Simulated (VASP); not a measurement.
# Zr8C in VASP: further runs

Zr8C is run at these levels: PBE; tasks: single point.

All numbers are computed with VASP 6.6.1; they aren't measurements. Logs are shortened: lines on timing, memory, paths and dates and some standing lists are left out, and cuts for length are marked.

### 1 The cell of the first run

The cell holds a slab with vacuum, 9 atoms: a = 6.466 Å, b = 5.169 Å, c = 18.977 Å, α = 90.00°, β = 90.00°, γ = 90.00°.

### 2 Single point, PBE

INCAR reads:

```
  PREC = Accurate
  ENCUT = 520
  EDIFF = 1E-7
  ISMEAR = 0
  SIGMA = 0.1
  LREAL = False
  LASPH = True
  NELM = 60
  ALGO = Normal
  ISIF = 2
  LWAVE = False
  LCHARG = False
  LDIPOL = True
  IDIPOL = 3
  DIPOL = 0.5 0.5 0.319
  GGA = PE
  NBANDS = 60
```

KPOINTS reads:

```
Automatic mesh
0
Gamma
  4 5 1
```

POSCAR reads:

```
Zr8C
1.0
    6.4655797184      0.0000000000      0.0000000000
    0.0000000000      5.1691196971      0.0000000000
    0.0000000000      0.0000000000     18.9770873264
Zr C
8 1
Direct
    0.0000000000      0.7500000000      0.2107805024
    0.5000000000      0.7500000000      0.2107805024
    0.2500000000      0.2500000000      0.2599569661
    0.7500000000      0.2500000000      0.2599569661
    0.2500000000      0.7500000000      0.3477072663
    0.7500000000      0.7500000000      0.3477072663
    0.0000000000      0.2500000000      0.3940060557
    0.5000000000      0.2500000000      0.3940060557
    0.1875000000      0.6250000000      0.4432416943
```

Potentials or basis: VASP PAW PBE potentials, release 64 (Zr_sv, C).

Run with:

```
$ cat potpaw_PBE.64/Zr_sv/POTCAR potpaw_PBE.64/C/POTCAR > POTCAR
$ mpirun -np 1 vasp_std > vasp.out
```

OUTCAR:

```text
PREC = Accurate
   ENCUT = 520
   EDIFF = 1E-7
   ISMEAR = 0
   LREAL = False
   LASPH = True
   NELM = 60
   ISIF = 2
   GGA = PE

 ion  position               nearest neighbor table
   1  0.000  0.750  0.211-   5 3.06   6 3.06   3 3.19   4 3.19   3 3.19   4 3.19   2 3.23   2 3.23

   2  0.500  0.750  0.211-   5 3.06   6 3.06   3 3.19   4 3.19   3 3.19   4 3.19   1 3.23   1 3.23

   3  0.250  0.250  0.260-   7 3.01   8 3.01   5 3.07   5 3.07   1 3.19   1 3.19   2 3.19   2 3.19
                             4 3.23   4 3.23
   4  0.750  0.250  0.260-   7 3.01   8 3.01   6 3.07   6 3.07   1 3.19   1 3.19   2 3.19   2 3.19
                             3 3.23   3 3.23
   5  0.250  0.750  0.348-   9 1.97   2 3.06   1 3.06   3 3.07   3 3.07   7 3.17   8 3.17   7 3.17
                             8 3.17   6 3.23   6 3.23
   6  0.750  0.750  0.348-   1 3.06   2 3.06   4 3.07   4 3.07   8 3.17   7 3.17   7 3.17   8 3.17
                             5 3.23   5 3.23
   7  0.000  0.250  0.394-   9 2.47   4 3.01   3 3.01   6 3.17   5 3.17   5 3.17   6 3.17   8 3.23
                             8 3.23
   8  0.500  0.250  0.394-   9 2.95   4 3.01   3 3.01   6 3.17   5 3.17   5 3.17   6 3.17   7 3.23
                             7 3.23
   9  0.188  0.625  0.443-   5 1.97   7 2.47   8 2.95

  LATTYP: Found a simple orthorhombic cell.
 ALAT       =     5.1691196971
 B/A-ratio  =     1.2508086671
 C/A-ratio  =     3.6712416114

  Lattice vectors:

 A1 = (   0.0000000000,  -5.1691196971,   0.0000000000)
 A2 = (   6.4655797184,   0.0000000000,   0.0000000000)
 A3 = (   0.0000000000,   0.0000000000,  18.9770873264)

Analysis of symmetry for initial positions (statically):
=====================================================================
 Subroutine PRICEL returns:
 Original cell was already a primitive cell.

 Routine SETGRP: Setting up the symmetry group for a
 simple orthorhombic supercell.

 Subroutine GETGRP returns: Found  1 space group operations
 (whereof  1 operations were pure point group operations)
 out of a pool of  8 trial point group operations.

The static configuration has the point symmetry C_1 .

Analysis of symmetry for dynamics (positions and initial velocities):
=====================================================================
 Subroutine PRICEL returns:
 Original cell was already a primitive cell.

 Routine SETGRP: Setting up the symmetry group for a
 simple orthorhombic supercell.

 Subroutine GETGRP returns: Found  1 space group operations
 (whereof  1 operations were pure point group operations)
 out of a pool of  8 trial point group operations.

The dynamic configuration has the point symmetry C_1 .

 Subroutine INISYM returns: Found  1 space group operations
 (whereof  1 operations are pure point group operations),
 and found     1 'primitive' translations

----------------------------------------------------------------------------------------

                                     Primitive cell

  volume of cell :     634.2400

  direct lattice vectors                    reciprocal lattice vectors
     6.465579718  0.000000000  0.000000000     0.154665172  0.000000000  0.000000000
     0.000000000  5.169119697  0.000000000     0.000000000  0.193456538  0.000000000
     0.000000000  0.000000000 18.977087326     0.000000000  0.000000000  0.052695126

  length of vectors
     6.465579718  5.169119697 18.977087326     0.154665172  0.193456538  0.052695126

  position of ions in fractional coordinates (direct lattice)
     0.000000000  0.750000000  0.210780502
     0.500000000  0.750000000  0.210780502
     0.250000000  0.250000000  0.259956966
     0.750000000  0.250000000  0.259956966
     0.250000000  0.750000000  0.347707266
     0.750000000  0.750000000  0.347707266
     0.000000000  0.250000000  0.394006056
     0.500000000  0.250000000  0.394006056
     0.187500000  0.625000000  0.443241694

  ion indices of the primitive-cell ions
   primitive index   ion index
                 1           1
                 2           2
                 3           3
                 4           4
                 5           5
                 6           6
                 7           7
                 8           8
                 9           9

----------------------------------------------------------------------------------------

 KPOINTS: Automatic mesh

Automatic generation of k-mesh.
 Grid dimensions read from file:
 generate k-points for:    4    5    1

 Generating k-lattice:

  Cartesian coordinates                     Fractional coordinates (reciprocal lattice)
     0.038666293  0.000000000  0.000000000     0.250000000  0.000000000  0.000000000
     0.000000000  0.038691308  0.000000000     0.000000000  0.200000000  0.000000000
     0.000000000  0.000000000  0.052695126     0.000000000  0.000000000  1.000000000

  Length of vectors
     0.038666293  0.038691308  0.052695126

  Shift w.r.t. Gamma in fractional coordinates (k-lattice)
     0.000000000  0.000000000  0.000000000

 Subroutine IBZKPT returns following result:
 ===========================================

 Found     11 irreducible k-points:

 Following reciprocal coordinates:
            Coordinates               Weight
  0.000000  0.000000  0.000000      1.000000
  0.250000  0.000000  0.000000      2.000000
  0.500000  0.000000  0.000000      1.000000
  0.000000  0.200000  0.000000      2.000000
  0.250000  0.200000  0.000000      2.000000
 -0.250000  0.200000  0.000000      2.000000
  0.500000  0.200000  0.000000      2.000000
  0.000000  0.400000  0.000000      2.000000
  0.250000  0.400000  0.000000      2.000000
 -0.250000  0.400000  0.000000      2.000000
  0.500000  0.400000  0.000000      2.000000
   k-points           NKPTS =     11   k-points in BZ     NKDIM =     11   number of bands    NBANDS=     60
   number of dos      NEDOS =    301   number of ions     NIONS =      9
   total plane-waves  NPLWV = 276480
   dimension x,y,z NGX =    48 NGY =   40 NGZ =  144
   dimension x,y,z NGXF=    96 NGYF=   80 NGZF=  288
   ions per type =               8   1
   NGX,Y,Z   is equivalent  to a cutoff of  12.34, 12.86, 12.61 a.u.
   NGXF,Y,Z  is equivalent  to a cutoff of  24.68, 25.73, 25.23 a.u.
 SYSTEM =  unknown system
   PREC   = accura    normal or accurate (medium, high low for compatibility)
   ISTART =      0    job   : 0-new  1-cont  2-samecut
   ICHARG =      2    charge: 1-file 2-atom 10-const
   ISPIN  =      1    spin polarized calculation?
   LNONCOLLINEAR =      F non collinear calculations
   LSORBIT =      F    spin-orbit coupling
   LASPH  =      T    aspherical Exc in radial PAW
   ENCUT  =  520.0 eV  38.22 Ry    6.18 a.u.  12.02  9.61 35.28*2*pi/ulx,y,z
   NELM   =     60;   NELMIN=  2; NELMDL= -5     # of ELM steps
   EDIFF  = 0.1E-06   stopping-criterion for ELM
   LREAL  =      F    real-space projection
   EDIFFG = 0.1E-05   stopping-criterion for IOM
   NSW    =      0    number of steps for IOM
   IBRION =     -1    ionic relax: 0-MD 1-quasi-New 2-CG
   NFREE  =      0    steps in history (QN), initial steepest desc. (CG)
   ISIF   =      2    stress and relaxation
   ISYM   =      2    0-nonsym 1-usesym 2-fastsym
   POTIM  = 0.5000    time-step for ionic-motion
   TEBEG  =    0.0;   TEEND  =   0.0 temperature during run
   PSTRESS=    0.0 pullay stress
   NELECT =     100.0000    total number of electrons
   NUPDOWN=      -1.0000    fix difference up-down
   EMIN   =  10.00;   EMAX   =-10.00  energy-range for DOS
   EFERMI =   0.00;   METHOD = LEGACY
   ISMEAR =     0;   SIGMA  =   0.10  broadening in eV -4-tet -1-fermi 0-gaus
   EFERMI_NEDOS =   21; number of points for ismear=-14 and -15
   IALGO  =     38    algorithm
   IMIX   =      4    mixing-type and parameters
     AMIX     =   0.40;   BMIX     =  1.00
     AMIX_MAG =   1.60;   BMIX_MAG =  1.00
  volume/ion in A,a.u.               =      70.47       475.56
  Fermi-wavevector in a.u.,A,eV,Ry     =   0.884417  1.671305 10.642382  0.782193
  Thomas-Fermi vector in A             =   2.005314
   LORBIT       =      0    0 simple, 1 ext, 2 COOP (PROOUT), +10 PAW based schemes
   GGA     = PE    functional components
   LHFCALC =     F    Hartree Fock is set to
   AEXX    =    0.0000 exact exchange contribution
   IVDW    =     0    specifies the selected vdW correction
   LEPSILON=     F    determine dielectric tensor
   LRPA    =     F    only Hartree local field effects (RPA)
 non-spin polarized calculation
 Gauss-broadening in eV      SIGMA  =   0.10
  energy-cutoff  :      520.00
  volume of cell :      634.24
 maximum number of plane-waves:     17106
   NGX = 25   NGY = 19   NGZ = 71

 dipolmoment           0.000000      0.000000     -0.917874 electrons x Angstroem

 number of electron      99.9999999 magnetization

 number of electron     100.0000000 magnetization

 dipolmoment           0.000000      0.000000      0.143111 electrons x Angstroem

 Free energy of the ion-electron system (eV)
  ---------------------------------------------------
  ext. energy  EPLUGINS =         0.00000000
  ---------------------------------------------------
  free energy    TOTEN  =       -68.38807801 eV

  energy without entropy =      -68.31045793  energy(sigma->0) =      -68.34926797

 E-fermi :  -0.0350     XC(G=0):  -4.3760

 val. band max:       -0.0457023027   @ k =   0.0000   0.4000   0.0000
 cond. band min:      -0.0344465766   @ k =   0.0000   0.0000   0.0000
 fundamental gap:      0.0112557261
 Fermi energy:        -0.0349964660

 k-point     1 :       0.0000    0.0000    0.0000
  band No.  band energies     occupation
      1     -49.1880      2.00000
      2     -49.1727      2.00000
      3     -49.1359      2.00000
      4     -49.0676      2.00000
      5     -48.7307      2.00000
      6     -48.6254      2.00000
[... 682 lines left out ...]
     59       0.6950      0.00000
     60       0.8135      0.00000

------------------------ aborting loop because EDIFF is reached ----------------------------------------

 vacuum level on the upper side and lower side of the slab       (xc-potential included)         0.289        -0.506

  FORCE on cell =-STRESS in cart. coord.  units (eV):
  Direction    XX          YY          ZZ          XY          YZ          ZX
  --------------------------------------------------------------------------------------
  -------------------------------------------------------------------------------------
  Total       -5.9172427     -2.2944745      3.4740590      0.4471890     -1.3793727     -1.5855874
  in kB      -14.9477679     -5.7961579      8.7759503      1.1296609     -3.4844848     -4.0054117
  external PRESSURE =      -3.9893252 kB  Pullay stress =       0.0000000 kB

 VOLUME and BASIS-vectors are now :
 -----------------------------------------------------------------------------
  energy-cutoff  :      520.00
  volume of cell :      634.24
      direct lattice vectors                 reciprocal lattice vectors
     6.465579718  0.000000000  0.000000000     0.154665172  0.000000000  0.000000000
     0.000000000  5.169119697  0.000000000     0.000000000  0.193456538  0.000000000
     0.000000000  0.000000000 18.977087326     0.000000000  0.000000000  0.052695126

 POSITION                                       TOTAL-FORCE (eV/Angst)
 -----------------------------------------------------------------------------------
      0.00000      3.87684      4.00000        -0.298922     -0.006057     -0.076064
      3.23279      3.87684      4.00000         0.235278     -0.057897     -0.197599
      1.61639      1.29228      4.93323         0.120688     -0.150800     -0.668177
      4.84918      1.29228      4.93323        -0.141946     -0.132408     -0.123898
      1.61639      3.87684      6.59847         0.689841      0.487639     -0.642721
      4.84918      3.87684      6.59847         0.236782      0.092722      0.020179
      0.00000      1.29228      7.47709         0.695734      1.047543      1.264867
      3.23279      1.29228      7.47709        -0.416990      0.658768      0.380259
      1.21230      3.23070      8.41144        -1.120465     -1.939511      0.043154
 -----------------------------------------------------------------------------------
    total drift:                               -0.000008      0.000036     -0.000079

  FREE ENERGIE OF THE ION-ELECTRON SYSTEM (eV)
  ---------------------------------------------------
  free  energy   TOTEN  =       -68.3880780121 eV

  energy  without entropy=      -68.3104579287  energy(sigma->0) =      -68.34926797

 vacuum level on the upper side and lower side of the slab         4.350         3.534
```

It took 25 min on 1 thread of AMD EPYC 7R43 (Zen 3), shared host; peak memory 0.68 GiB.

What came out:

```yaml
Free_energy: -68.3881 eV
Largest_force: 2.240 eV/Å
Band_gap_on_the_k_mesh: zero (bands 50 and 51 overlap by 0.33 eV)
```

Forces on the atoms (eV/Å):
```
Zr  -0.299 -0.006 -0.076
Zr   0.235 -0.058 -0.198
Zr   0.121 -0.151 -0.668
Zr  -0.142 -0.132 -0.124
Zr   0.690  0.488 -0.643
Zr   0.237  0.093  0.020
Zr   0.696  1.048  1.265
Zr  -0.417  0.659  0.380
C   -1.120 -1.940  0.043
```

Levels at points of the mesh, in eV from the Fermi level:
```csv
k point,band 46,band 47,band 48,band 49,band 50,band 51,band 52,band 53,band 54,band 55
"(0.00, 0.00, 0.00)",-0.92,-0.52,-0.17,0.00,0.22,0.43,0.62,0.70,0.75,0.77
"(0.50, 0.00, 0.00)",-0.69,-0.46,-0.37,-0.23,-0.20,-0.11,-0.06,0.24,0.28,0.44
```

### 3 Single point, PBE

INCAR reads:

```
SYSTEM = Zr8C
PREC = Accurate
ENCUT = 520
EDIFF = 1E-6
ISMEAR = 0
SIGMA = 0.1
LREAL = .False.
LASPH = .True.
NELM = 100
ALGO = Normal
ISIF = 2
LWAVE = .False.
LCHARG = .False.
LDIPOL = .True.
IDIPOL = 3
DIPOL = 0.5 0.5 0.322
GGA = PE
NBANDS = 60
```

KPOINTS reads:

```
regular mesh
0
Gamma
  4 5 1
  0 0 0
```

POSCAR: that of step 2 with these lines changed.

```diff
@@ -16,2 +16,2 @@
     0.5000000000      0.2500000000      0.3940060557
-    0.1875000000      0.6250000000      0.4432416943
+    0.1250000000      0.3750000000      0.4767329638
```

Potentials or basis: VASP PAW PBE potentials, release 64 (Zr_sv, C).

Run with:

```
$ cat potpaw_PBE.64/Zr_sv/POTCAR potpaw_PBE.64/C/POTCAR > POTCAR
$ mpirun -np 1 vasp_std > vasp.out
```

Wall time 13 min (1 thread of Intel Xeon Platinum 8488C (Sapphire Rapids), shared host); peak memory 0.74 GiB.

It converged, with:

- Free energy: -67.1335 eV
- Largest force: 2.081 eV/Å
- Band gap on the k mesh: zero (bands 50 and 51 overlap by 0.22 eV)

Forces in eV/Å, atoms in the order of the input:
```
Zr  -0.041 -0.087  0.232
Zr   0.012 -0.014  0.322
Zr   0.171 -0.082 -0.747
Zr   0.175  0.007 -0.447
Zr   0.244 -0.582  0.617
Zr  -0.223  0.009 -0.410
Zr  -0.849 -0.441 -0.744
Zr  -1.416  0.407  1.114
C    1.927  0.784  0.063
```

Levels at points of the mesh, in eV from the Fermi level:
```tsv
k point	band 46	band 47	band 48	band 49	band 50	band 51	band 52	band 53	band 54	band 55
(0.00, 0.00, 0.00)	-0.85	-0.35	-0.34	-0.17	0.13	0.52	0.61	0.68	0.70	0.76
(0.50, 0.00, 0.00)	-0.77	-0.50	-0.42	-0.26	-0.19	-0.10	0.13	0.27	0.37	0.42
```

[end of part 1 of 2]
